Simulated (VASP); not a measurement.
Input of a VASP 6.6.1 run:

The input INCAR:

```
PREC = Accurate ; ENCUT = 750
EDIFF = 1E-6 ; ISMEAR = 0
SIGMA = 0.02 ; LREAL = False
LASPH = True ; NELM = 120
ALGO = Normal ; ISIF = 2
LWAVE = False ; LCHARG = True
GGA = PE ; LELF = True
LVHAR = True ; NBANDS = 12
GGA_COMPAT = False
```

KPOINTS

```
regular mesh
0
Gamma
  10 10 10
```

The input POSCAR:

```
LiF
1.0
    0.0000000000      2.0994439151      2.0994439151
    2.0994439151      0.0000000000      2.0994439151
    2.0994439151      2.0994439151      0.0000000000
Li F
1 1
Direct
    0.0000000000      0.0000000000      0.0000000000
    0.5000000000      0.5000000000      0.5000000000
```

Potentials or basis: VASP PAW PBE potentials, release 64 (Li_sv, F).

Command:

```sh
$ cat potpaw_PBE.64/Li_sv/POTCAR potpaw_PBE.64/F/POTCAR > POTCAR
$ mpirun -np 1 vasp_std > vasp.out
```

Q: What does it give for the pressure?

A: -5.8 GPa.

Q: Estimate the band gap on the k mesh.

A: 8.05 eV, direct.

A k mesh can miss the band edges. Expect the measured gap to be larger: semilocal functionals such as PBE lack the derivative discontinuity.
